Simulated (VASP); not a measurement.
The system is MnSb.

```
Mn Sb
1.0
     0.00000    2.84799    2.84799
     2.84799    0.00000    2.84799
     2.84799    2.84799    0.00000
Mn Sb
1 1
Direct
  0.00000 0.00000 0.00000
  0.75000 0.75000 0.75000
```

```yaml
Program: VASP 6.6.1
Task: relaxation of cell and atoms
Functional: PBE
Potentials_or_basis: VASP PAW PBE potentials, release 64 (Mn_pv, Sb)
Cutoff: 600 eV
k_mesh: 6 × 6 × 6
Occupations: gaussian, width 0.1 eV
Spin: collinear spin, ferromagnetic start
Starting_moments: "[3.37, 0.0] μB"
```

At the start: pressure 13.7 GPa; volume 23.10 Å³/atom.

Problem. How do energy, volume and symmetry change on relaxing?

Solution. Over 4 steps the energy falls by 235.3 meV/atom and the volume is 29.52 Å³/atom (+27.8 %); space group F-43m (No. 216, to 0.1 Å) before and after; moment 4.00 μB per cell.

The path:
```tsv
step	energy change (eV)	largest force (eV/Å)	pressure (GPa)	volume (Å³)
1	0.0000	0.0000	13.73	46.20
2	-0.4636	0.0000	-1.41	60.74
3	-0.4702	0.0000	0.34	58.64
4	-0.4705	0.0000	0.00	59.04
```

Final structure:
```cif
data_structure
_symmetry_space_group_name_H-M 'P 1'
_symmetry_Int_Tables_number 1
_cell_length_a 4.3706
_cell_length_b 4.3706
_cell_length_c 4.3706
_cell_angle_alpha 60.000
_cell_angle_beta 60.000
_cell_angle_gamma 60.000
_cell_volume 59.04
loop_
_atom_site_label
_atom_site_type_symbol
_atom_site_fract_x
_atom_site_fract_y
_atom_site_fract_z
_atom_site_occupancy
Mn1 Mn 0.00000 0.00000 0.00000 1
Sb1 Sb 0.75000 0.75000 0.75000 1
```

Caveat: the volume moved by over 15 % at a fixed basis, so the end points are rough; a cell with one magnetic atom can't hold antiferromagnetic order, which such compounds often take.
